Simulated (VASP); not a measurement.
# InP (F-43m) in VASP: a series of runs

The runs below take InP through single point, relaxation of cell and atoms, with LDA.

All numbers are computed with VASP 6.6.1; they aren't measurements. Logs are shortened: lines on timing, memory, paths and dates and some standing lists are left out, and cuts for length are marked.

### Step 1. The cell of the first run

It takes space group F-43m (No. 216, cubic). The conventional cell has a = 5.373 Å, b = 5.373 Å, c = 5.373 Å, α = 90.00°, β = 90.00°, γ = 90.00°. In (site symmetry -43m) has 4 P at 2.33 Å within 3.1 Å. P (site symmetry -43m) has 4 In at 2.33 Å within 3.1 Å.

### Step 2. Single point, LDA

Input file INCAR:

```
SYSTEM = InP
PREC = Accurate
ENCUT = 520
EDIFF = 1E-7
ISMEAR = 0
SIGMA = 0.01
LREAL = .FALSE.
LASPH = .TRUE.
NELM = 80
ALGO = Normal
ISIF = 2
LWAVE = .FALSE.
LCHARG = .FALSE.
NBANDS = 16
```

Input file KPOINTS:

```
regular mesh
0
G
  10 10 10
  0 0 0
```

Input file POSCAR:

```
InP
1.0
    0.0000000000      2.6866391589      2.6866391589
    2.6866391589      0.0000000000      2.6866391589
    2.6866391589      2.6866391589      0.0000000000
In P
1 1
Direct
    0.0000000000      0.0000000000      0.0000000000
    0.7500000000      0.7500000000      0.7500000000
```

Potentials or basis: VASP PAW LDA potentials, release 64 (In_d, P).

The run is started by

```
cat potpaw_LDA.64/In_d/POTCAR potpaw_LDA.64/P/POTCAR > POTCAR
mpirun -np 1 vasp_std > vasp.out
```

OUTCAR:

```text
SYSTEM = InP
   PREC = Accurate
   ENCUT = 520
   EDIFF = 1E-7
   ISMEAR = 0
   LREAL = .FALSE.
   LASPH = .TRUE.
   NELM = 80
   ISIF = 2

 ion  position               nearest neighbor table
   1  0.000  0.000  0.000-   2 2.33   2 2.33   2 2.33   2 2.33
   2  0.750  0.750  0.750-   1 2.33   1 2.33   1 2.33   1 2.33

  LATTYP: Found a face centered cubic cell.
 ALAT       =     5.3732783178

  Lattice vectors:

 A1 = (   0.0000000000,   2.6866391589,   2.6866391589)
 A2 = (   2.6866391589,   0.0000000000,   2.6866391589)
 A3 = (   2.6866391589,   2.6866391589,   0.0000000000)

Analysis of symmetry for initial positions (statically):
=====================================================================
 Subroutine PRICEL returns:
 Original cell was already a primitive cell.

 Routine SETGRP: Setting up the symmetry group for a
 face centered cubic supercell.

 Subroutine GETGRP returns: Found 24 space group operations
 (whereof 24 operations were pure point group operations)
 out of a pool of 48 trial point group operations.

The static configuration has the point symmetry T_d .

Analysis of symmetry for dynamics (positions and initial velocities):
=====================================================================
 Subroutine PRICEL returns:
 Original cell was already a primitive cell.

 Routine SETGRP: Setting up the symmetry group for a
 face centered cubic supercell.

 Subroutine GETGRP returns: Found 24 space group operations
 (whereof 24 operations were pure point group operations)
 out of a pool of 48 trial point group operations.

The dynamic configuration has the point symmetry T_d .

 Subroutine INISYM returns: Found 24 space group operations
 (whereof 24 operations are pure point group operations),
 and found     1 'primitive' translations

----------------------------------------------------------------------------------------

                                     Primitive cell

  volume of cell :      38.7845

  direct lattice vectors                    reciprocal lattice vectors
     0.000000000  2.686639159  2.686639159    -0.186106124  0.186106124  0.186106124
     2.686639159  0.000000000  2.686639159     0.186106124 -0.186106124  0.186106124
     2.686639159  2.686639159  0.000000000     0.186106124  0.186106124 -0.186106124

  length of vectors
     3.799481536  3.799481536  3.799481536     0.322345262  0.322345262  0.322345262

  position of ions in fractional coordinates (direct lattice)
     0.000000000  0.000000000  0.000000000
     0.750000000  0.750000000  0.750000000

  ion indices of the primitive-cell ions
   primitive index   ion index
                 1           1
                 2           2

----------------------------------------------------------------------------------------

 KPOINTS: regular mesh

Automatic generation of k-mesh.
 Grid dimensions read from file:
 generate k-points for:   10   10   10

 Generating k-lattice:

  Cartesian coordinates                     Fractional coordinates (reciprocal lattice)
    -0.018610612  0.018610612  0.018610612     0.100000000  0.000000000  0.000000000
     0.018610612 -0.018610612  0.018610612     0.000000000  0.100000000  0.000000000
     0.018610612  0.018610612 -0.018610612     0.000000000  0.000000000  0.100000000

  Length of vectors
     0.032234526  0.032234526  0.032234526

  Shift w.r.t. Gamma in fractional coordinates (k-lattice)
     0.000000000  0.000000000  0.000000000

 Subroutine IBZKPT returns following result:
 ===========================================

 Found     47 irreducible k-points:

 Following reciprocal coordinates:
            Coordinates               Weight
  0.000000  0.000000  0.000000      1.000000
  0.100000  0.000000  0.000000      8.000000
  0.200000  0.000000  0.000000      8.000000
  0.300000  0.000000  0.000000      8.000000
  0.400000  0.000000  0.000000      8.000000
  0.500000  0.000000  0.000000      4.000000
[... 16 lines left out ...]
  0.300000  0.300000  0.000000      6.000000
  0.400000  0.300000  0.000000     24.000000
 [... further k-points ...]
   k-points           NKPTS =     47   k-points in BZ     NKDIM =     47   number of bands    NBANDS=     16
   number of dos      NEDOS =    301   number of ions     NIONS =      2
   total plane-waves  NPLWV =  21952
   dimension x,y,z NGX =    28 NGY =   28 NGZ =   28
   dimension x,y,z NGXF=    56 NGYF=   56 NGZF=   56
   ions per type =               1   1
   NGX,Y,Z   is equivalent  to a cutoff of  12.25, 12.25, 12.25 a.u.
   NGXF,Y,Z  is equivalent  to a cutoff of  24.50, 24.50, 24.50 a.u.
 SYSTEM =  InP
   PREC   = accura    normal or accurate (medium, high low for compatibility)
   ISTART =      0    job   : 0-new  1-cont  2-samecut
   ICHARG =      2    charge: 1-file 2-atom 10-const
   ISPIN  =      1    spin polarized calculation?
   LNONCOLLINEAR =      F non collinear calculations
   LSORBIT =      F    spin-orbit coupling
   LASPH  =      T    aspherical Exc in radial PAW
   ENCUT  =  520.0 eV  38.22 Ry    6.18 a.u.   7.06  7.06  7.06*2*pi/ulx,y,z
   NELM   =     80;   NELMIN=  2; NELMDL= -5     # of ELM steps
   EDIFF  = 0.1E-06   stopping-criterion for ELM
   LREAL  =      F    real-space projection
   EDIFFG = 0.1E-05   stopping-criterion for IOM
   NSW    =      0    number of steps for IOM
   IBRION =     -1    ionic relax: 0-MD 1-quasi-New 2-CG
   NFREE  =      0    steps in history (QN), initial steepest desc. (CG)
   ISIF   =      2    stress and relaxation
   ISYM   =      2    0-nonsym 1-usesym 2-fastsym
   POTIM  = 0.5000    time-step for ionic-motion
   TEBEG  =    0.0;   TEEND  =   0.0 temperature during run
   PSTRESS=    0.0 pullay stress
   NELECT =      18.0000    total number of electrons
   NUPDOWN=      -1.0000    fix difference up-down
   EMIN   =  10.00;   EMAX   =-10.00  energy-range for DOS
   EFERMI =   0.00;   METHOD = LEGACY
   ISMEAR =     0;   SIGMA  =   0.01  broadening in eV -4-tet -1-fermi 0-gaus
   EFERMI_NEDOS =   21; number of points for ismear=-14 and -15
   IALGO  =     38    algorithm
   IMIX   =      4    mixing-type and parameters
     AMIX     =   0.40;   BMIX     =  1.00
     AMIX_MAG =   1.60;   BMIX_MAG =  1.00
  volume/ion in A,a.u.               =      19.39       130.87
  Fermi-wavevector in a.u.,A,eV,Ry     =   1.267495  2.395219 21.858360  1.606544
  Thomas-Fermi vector in A             =   2.400640
   LORBIT       =      0    0 simple, 1 ext, 2 COOP (PROOUT), +10 PAW based schemes
   GGA     = CA    functional components
   LHFCALC =     F    Hartree Fock is set to
   AEXX    =    0.0000 exact exchange contribution
   IVDW    =     0    specifies the selected vdW correction
   LEPSILON=     F    determine dielectric tensor
   LRPA    =     F    only Hartree local field effects (RPA)
 non-spin polarized calculation
 Gauss-broadening in eV      SIGMA  =   0.01
  energy-cutoff  :      520.00
  volume of cell :       38.78
 maximum number of plane-waves:      1056
   NGX = 15   NGY = 15   NGZ = 15

 number of electron      18.0000003 magnetization

 Free energy of the ion-electron system (eV)
  ---------------------------------------------------
  ext. energy  EPLUGINS =         0.00000000
  ---------------------------------------------------
  free energy    TOTEN  =        -8.86689557 eV

  energy without entropy =       -8.86689557  energy(sigma->0) =       -8.86689557

 E-fermi :   8.4674     XC(G=0): -10.7852

 val. band max:        8.3893388216   @ k =   0.0000   0.0000   0.0000
 cond. band min:       9.4505674533   @ k =   0.5000   0.5000   0.0000
 fundamental gap:      1.0612286317
 Fermi energy:         8.4673571736

 k-point     1 :       0.0000    0.0000    0.0000
  band No.  band energies     occupation
      1      -6.7069      2.00000
      2      -6.7069      2.00000
      3      -6.7069      2.00000
      4      -6.3690      2.00000
      5      -6.3690      2.00000
      6      -5.3178      2.00000
[... 8 lines left out ...]
     15      18.1956      0.00000
     16      18.1956      0.00000

 k-point     2 :       0.1000    0.0000    0.0000
  band No.  band energies     occupation
      1      -6.7483      2.00000
      2      -6.6955      2.00000
      3      -6.6955      2.00000
      4      -6.3694      2.00000
      5      -6.3694      2.00000
      6      -5.1381      2.00000
[... 8 lines left out ...]
     15      17.5183      0.00000
     16      18.5293      0.00000

 k-point     3 :       0.2000    0.0000    0.0000
  band No.  band energies     occupation
      1      -6.8370      2.00000
      2      -6.6683      2.00000
      3      -6.6683      2.00000
      4      -6.3677      2.00000
      5      -6.3677      2.00000
      6      -4.6369      2.00000
[... 8 lines left out ...]
     15      16.9915      0.00000
     16      18.1244      0.00000

 k-point     4 :       0.3000    0.0000    0.0000
  band No.  band energies     occupation
      1      -6.9250      2.00000
      2      -6.6409      2.00000
      3      -6.6409      2.00000
      4      -6.3582      2.00000
      5      -6.3582      2.00000
      6      -3.8832      2.00000
[... 8 lines left out ...]
     15      17.4000      0.00000
     16      17.7444      0.00000
[... 324 lines left out ...]
 k-point    22 :      -0.2000    0.2000    0.0000
  band No.  band energies     occupation
      1      -6.9384      2.00000
      2      -6.6217      2.00000
      3      -6.6197      2.00000
      4      -6.3846      2.00000
      5      -6.3539      2.00000
      6      -3.6416      2.00000
[... 8 lines left out ...]
     15      19.5645      0.00000
     16      20.5354      0.00000

 k-point    23 :       0.3000    0.3000    0.0000
  band No.  band energies     occupation
      1      -7.0064      2.00000
      2      -6.5505      2.00000
      3      -6.5505      2.00000
      4      -6.4643      2.00000
      5      -6.3134      2.00000
      6      -3.4651      2.00000
[... 8 lines left out ...]
     15      18.7307      0.00000
     16      22.6833      0.00000

 k-point    24 :       0.4000    0.3000    0.0000
  band No.  band energies     occupation
      1      -7.0428      2.00000
      2      -6.5323      2.00000
      3      -6.5208      2.00000
      4      -6.4730      2.00000
      5      -6.3047      2.00000
      6      -2.8080      2.00000
[... 8 lines left out ...]
     15      19.2589      0.00000
     16      22.4529      0.00000

 [... further k-points ...]

------------------------ aborting loop because EDIFF is reached ----------------------------------------

  FORCE on cell =-STRESS in cart. coord.  units (eV):
  Direction    XX          YY          ZZ          XY          YZ          ZX
  --------------------------------------------------------------------------------------
  -------------------------------------------------------------------------------------
  Total        7.2664524      7.2664524      7.2664524     -0.0000000      0.0000000      0.0000000
  in kB      300.1753316    300.1753316    300.1753316     -0.0000000      0.0000000      0.0000000
  external PRESSURE =     300.1753316 kB  Pullay stress =       0.0000000 kB

 VOLUME and BASIS-vectors are now :
 -----------------------------------------------------------------------------
  energy-cutoff  :      520.00
  volume of cell :       38.78
      direct lattice vectors                 reciprocal lattice vectors
     0.000000000  2.686639159  2.686639159    -0.186106124  0.186106124  0.186106124
     2.686639159  0.000000000  2.686639159     0.186106124 -0.186106124  0.186106124
     2.686639159  2.686639159  0.000000000     0.186106124  0.186106124 -0.186106124

 POSITION                                       TOTAL-FORCE (eV/Angst)
 -----------------------------------------------------------------------------------
      0.00000      0.00000      0.00000         0.000000      0.000000      0.000000
      4.02996      4.02996      4.02996        -0.000000     -0.000000     -0.000000
 -----------------------------------------------------------------------------------
    total drift:                                0.000000      0.000000      0.000000

  FREE ENERGIE OF THE ION-ELECTRON SYSTEM (eV)
  ---------------------------------------------------
  free  energy   TOTEN  =        -8.8668955747 eV

  energy  without entropy=       -8.8668955747  energy(sigma->0) =       -8.86689557
```

Wall time 23 s (1 thread of Intel Xeon 8259CL, shared host); peak memory 0.16 GiB.

What came out:

| Property | Result |
| --- | --- |
| Free energy | -8.8669 eV |
| Pressure | 30.0 GPa |
| Band gap on the k mesh | 1.06 eV, indirect (least direct gap 1.83 eV) |

Caveat: spin-orbit coupling is left out, which moves the levels of the heavy elements. As with any semilocal functional, this LDA gap is likely too small.

### Step 3. Relaxation of cell and atoms, LDA, target pressure 30 GPa, at which the enthalpy is minimised

This run uses another cell than the first one, of 24.73 Å³/atom, 1.275 times its volume.

Input file INCAR:

```
SYSTEM = InP
ALGO = Normal ; EDIFF = 1E-7
EDIFFG = -0.001 ; ENCUT = 600
GGA = CA ; IBRION = 2
ISIF = 3 ; ISMEAR = 0
LASPH = .True. ; LCHARG = .False.
LREAL = .False. ; LWAVE = .False.
NELM = 60 ; NSW = 80
PREC = Accurate ; PSTRESS = 300.0
SIGMA = 0.01
```

Input file KPOINTS:

```
k-points
0
Gamma
  10 10 10
  0 0 0
```

Input file POSCAR:

```
InP
1.0
    0.0000000000      2.9135471588      2.9135471588
    2.9135471588      0.0000000000      2.9135471588
    2.9135471588      2.9135471588      0.0000000000
In P
1 1
Direct
    0.0000000000      0.0000000000      0.0000000000
    0.7500000000      0.7500000000      0.7500000000
```

Potentials or basis: VASP PAW LDA potentials, release 64 (In_d, P).

The run is started by

```
cat potpaw_LDA.64/In_d/POTCAR potpaw_LDA.64/P/POTCAR > POTCAR
mpirun -np 1 vasp_std > vasp.out
```

Run time: 7.8 min. Hardware: 1 thread of Intel Xeon 8259CL, shared host; peak memory 0.21 GiB.

The run converged. Its results:

```
Free energy                                            : -8.8705 eV
Relaxed volume                                         : 19.40 Å³/atom
Relaxed cell                                           : a = 3.800 Å, b = 3.800 Å, c = 3.800 Å, α = 60.00°, β = 60.00°, γ = 60.00°
Space group after relaxing (to 0.05 Å)                 : F-43m (No. 216)
Energy change on relaxing (the enthalpy is what falls) : +401.9 meV/atom
Ionic steps                                            : 17
Pressure after relaxing                                : 30.0 GPa
Band gap on the k mesh                                 : 1.06 eV, indirect (least direct gap 1.83 eV)
```

The path:
| step | energy change (eV) | largest force (eV/Å) | pressure (GPa) | volume (Å³) |
| --- | --- | --- | --- | --- |
| 1 | 0.0000 | 0.0000 | 0.04 | 49.46 |
| 2 | 11.7862 | 0.0000 | 278.17 | 23.19 |
| 3 | 0.5255 | 0.0000 | 22.46 | 40.51 |
| 4 | 0.6838 | 0.0000 | 26.85 | 39.48 |
| 5 | 0.8050 | 0.0000 | 30.04 | 38.79 |
| 6 | 0.7687 | 0.0000 | 29.11 | 38.99 |
| 7 | 0.7710 | 0.0000 | 29.15 | 38.98 |
| 8 | 0.7779 | 0.0000 | 29.33 | 38.94 |
| 9 | 0.7780 | 0.0000 | 29.32 | 38.94 |
| 10 | 0.7783 | 0.0000 | 29.34 | 38.94 |
| 11 | 0.7790 | 0.0000 | 29.36 | 38.93 |
| 12 | 0.7804 | 0.0000 | 29.39 | 38.93 |
| 13 | 0.7832 | 0.0000 | 29.47 | 38.91 |
| 14 | 0.7888 | 0.0000 | 29.61 | 38.88 |
| 15 | 0.8001 | 0.0000 | 29.89 | 38.82 |
| 16 | 0.8043 | 0.0000 | 30.01 | 38.80 |
| 17 | 0.8038 | 0.0000 | 30.00 | 38.80 |

Final structure:
```
In P
1.0
     0.00000    2.68698    2.68698
     2.68698    0.00000    2.68698
     2.68698    2.68698    0.00000
In P
1 1
Direct
  0.00000 0.00000 0.00000
  0.75000 0.75000 0.75000
```

Levels at points of the mesh, in eV from the valence-band top:
```tsv
k point	band 6	band 7	band 8	band 9	band 10	band 11	band 12	band 13
(0.00, 0.00, 0.00)	-13.70	0.00	0.00	0.00	1.83	3.79	3.79	3.79
(0.50, 0.00, 0.00)	-10.89	-7.53	-1.47	-1.47	1.90	4.59	4.59	7.14
(0.50, 0.50, 0.00)	-9.93	-7.21	-3.43	-3.43	1.06	1.88	10.73	10.79
```

Caveat: the cell is relaxed towards a set pressure, so the enthalpy falls and the energy may rise; the volume moved by over 15 % at a fixed basis, so the end points are rough; spin-orbit coupling is left out, which moves the levels of the heavy elements. Zero-point motion and thermal expansion aren't in these numbers.

### Step 4. Single point, LDA

This run uses another cell than the first one, of 25.92 Å³/atom, 1.337 times its volume.

Input file INCAR:

```
SYSTEM = InP
ALGO     = Normal         ! electronic algorithm
EDIFF    = 1E-7           ! SCF threshold, eV
ENCUT    = 520            ! plane-wave cutoff, eV
ISIF     = 2              ! what is computed and relaxed
ISMEAR   = 0              ! smearing method
LASPH    = .True.         ! aspherical terms in the spheres
LCHARG   = .False.        ! write CHGCAR
LREAL    = .False.        ! projectors in reciprocal space
LWAVE    = .False.        ! write WAVECAR
NBANDS   = 16             ! bands
NELM     = 60             ! most SCF steps
PREC     = Accurate       ! precision mode
SIGMA    = 0.01           ! smearing width, eV
```

KPOINTS is that of step 3.

Input file POSCAR:

```
InP
1.0
    0.0000000000      2.9595825131      2.9595825131
    2.9595825131      0.0000000000      2.9595825131
    2.9595825131      2.9595825131      0.0000000000
In P
1 1
Direct
    0.0000000000      0.0000000000      0.0000000000
    0.7500000000      0.7500000000      0.7500000000
```

The run is started by

```
cat potpaw_LDA.64/In_d/POTCAR potpaw_LDA.64/P/POTCAR > POTCAR
mpirun -np 1 vasp_std > vasp.out
```

Run time: 36 s. Hardware: 1 thread of Intel Xeon Platinum 8259CL at 2.50GHz (Skylake/Cascade Lake), shared host; peak memory 0.17 GiB.

It converged, with:

* Free energy: -9.6518 eV
* Pressure: -3.0 GPa
* Band gap on the k mesh: 0.35 eV, direct

Levels at points of the mesh, in eV from the valence-band top:
```tsv
k point	band 5	band 6	band 7	band 8	band 9	band 10	band 11	band 12	band 13	band 14
(0.00, 0.00, 0.00)	-13.99	-11.35	0.00	0.00	0.00	0.35	3.96	3.96	3.96	8.15
(0.50, 0.00, 0.00)	-13.97	-9.69	-5.68	-0.95	-0.95	1.25	4.70	4.70	6.83	9.10
(0.50, 0.50, 0.00)	-13.95	-9.05	-5.73	-2.26	-2.26	1.64	2.13	8.81	9.23	9.23
```

Caveat: spin-orbit coupling is left out, which moves the levels of the heavy elements.

(Part 1 of 2 ends here.)
